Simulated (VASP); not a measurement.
A run of VASP 6.6.1 is set up as follows.

Contents of INCAR:

```
SYSTEM = Al
PREC     = Accurate       ! precision mode
ENCUT    = 600            ! plane-wave cutoff, eV
EDIFF    = 1E-6           ! SCF threshold, eV
ISMEAR   = -1             ! smearing method
SIGMA    = 0.05           ! smearing width, eV
LREAL    = .FALSE.        ! projectors in reciprocal space
LASPH    = .TRUE.         ! aspherical terms in the spheres
NELM     = 80             ! most SCF steps
ALGO     = Normal         ! electronic algorithm
ISIF     = 3              ! what is computed and relaxed
LWAVE    = .FALSE.        ! write WAVECAR
LCHARG   = .FALSE.        ! write CHGCAR
GGA      = RE             ! functional
IVDW     = 13             ! dispersion correction
IBRION   = 2              ! ionic algorithm
NSW      = 80             ! ionic steps
EDIFFG   = -0.02          ! ionic threshold
```

File KPOINTS:

```
regular mesh
0
G
  11 11 11
  0 0 0
```

The input POSCAR:

```
Al
1.0
    0.0000000000      2.0248050000      2.0248050000
    2.0248050000      0.0000000000      2.0248050000
    2.0248050000      2.0248050000      0.0000000000
Al
1
Direct
    0.0000000000      0.0000000000      0.0000000000
```

Potentials or basis: VASP PAW PBE potentials, release 64 (Al).

Command:

```bash
$ cat potpaw_PBE.64/Al/POTCAR > POTCAR
$ mpirun -np 1 vasp_std > vasp.out
```

(1) Estimate the dispersion energy per atom.

(2) What does it give for the space group after relaxing (to 0.05 Å)?

(3) Predict the relaxed volume.

(4) Estimate the relaxed cell.

Answers

(1) -0.596 eV.

(2) Fm-3m (No. 225).

(3) 15.63 Å³/atom.

(4) a = 2.807 Å, b = 2.807 Å, c = 2.807 Å, α = 60.00°, β = 60.00°, γ = 60.00°.

Caveat: the PAW data sets were made with another functional, which shifts forces and pressure a little; pairwise dispersion overbinds metals, which lowers pressure and volume.

The cell as given is a measured one (16.60 Å³/atom); revPBE+D4 puts the equilibrium volume -5.9 % from it, thermal expansion not counted.
